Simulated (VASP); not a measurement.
Here is a VASP 6.6.1 calculation.

File POSCAR:

```
CuO
1.0
    3.2880244300      0.0000000000      0.0000000000
   -1.6440122100      2.8475126800      0.0000000000
    0.0000000000      0.0000000000      5.3850248600
Cu O
2 2
Direct
    0.6666666667      0.3333333333      0.0000000000
    0.3333333333      0.6666666667      0.5000000000
    0.6666666667      0.3333333333      0.6252000000
    0.3333333333      0.6666666667      0.1252000000
```

The input INCAR.step1:

```
PREC = Accurate ; ENCUT = 600
ISMEAR = -1 ; SIGMA = 0.05
LREAL = F ; LASPH = T
NELM = 100 ; GGA = PE
ALGO = Normal ; EDIFF = 1E-4
LWAVE = T ; LCHARG = F
```

The input INCAR.step2:

```
PREC = Accurate ; ENCUT = 600
EDIFF = 1E-6 ; ISMEAR = -1
SIGMA = 0.05 ; LREAL = F
LASPH = T ; NELM = 100
ALGO = Normal ; ISIF = 3
LWAVE = F ; LCHARG = F
METAGGA = R2SCAN ; LMIXTAU = T
IBRION = 2 ; NSW = 60
EDIFFG = -0.01 ; ISTART = 1
```

The input KPOINTS:

```
regular mesh
0
Gamma
  9 9 5
```

Potentials or basis: VASP PAW PBE potentials, release 64 (Cu, O).

Run with:

```console
$ cat potpaw_PBE.64/Cu/POTCAR potpaw_PBE.64/O/POTCAR > POTCAR
$ cp INCAR.step1 INCAR
$ mpirun -np 1 vasp_std > vasp.out
$ cp INCAR.step2 INCAR
$ mpirun -np 1 vasp_std > vasp.out
```

(1) Estimate the band gap on the k mesh.

(2) Predict the relaxed cell.

(3) What does it give for the relaxed volume?

(4) What does it give for the space group after relaxing (to 0.1 Å)?

Answers

(1) zero (bands 17 and 18 overlap by 1.43 eV).

(2) a = 3.098 Å, b = 3.098 Å, c = 5.347 Å, α = 90.00°, β = 90.00°, γ = 120.00°.

(3) 11.11 Å³/atom.

(4) P6_3mc (No. 186).

Caveat: the PAW data sets were made with another functional, which shifts forces and pressure a little; semilocal functionals often make such compounds metallic where correlation or magnetic order opens a gap, which also shifts bond lengths.
